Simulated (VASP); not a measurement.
Ba:

```
Ba
1.0
     5.90328    0.00000    0.00000
    -2.95164    5.11239    0.00000
     0.00000    0.00000    7.47562
Ba
3
Direct
  0.00000 0.00000 0.00000
  0.00000 0.00000 0.50000
  0.66667 0.33333 0.50000
```

```yaml
Program: VASP 6.6.1
Task: relaxation of cell and atoms
Functional: PBE
Potentials_or_basis: VASP PAW PBE potentials, release 64 (Ba_sv)
Cutoff: 600 eV
k_mesh: 3 × 3 × 4
Occupations: gaussian, width 0.1 eV
Spin: no spin polarisation
```

At the start: pressure 0.2 GPa; volume 75.20 Å³/atom.

Task: Where does the relaxation end?

Result: Over 4 steps the energy falls by 4.2 meV/atom and the volume is 78.86 Å³/atom (+4.9 %); space group P-6m2 (No. 187, to 0.05 Å).

The path:
| step | energy change (eV) | largest force (eV/Å) | pressure (GPa) | volume (Å³) |
| --- | --- | --- | --- | --- |
| 1 | 0.0000 | 0.0000 | 0.24 | 225.61 |
| 2 | -0.0073 | 0.0000 | 0.16 | 229.34 |
| 3 | -0.0121 | 0.0000 | -0.02 | 238.52 |
| 4 | -0.0125 | 0.0000 | 0.02 | 236.59 |

Final structure:
```
CELL_PARAMETERS angstrom
5.94625 0.00000 0.00000
-2.97312 5.14960 0.00000
0.00000 0.00000 7.72646
ATOMIC_POSITIONS crystal
Ba 0.00000 0.00000 0.00000
Ba 0.00000 0.00000 0.50000
Ba 0.66667 0.33333 0.50000
```

Caveat: the k points lie up to 0.41 Å⁻¹ apart in the final cell.
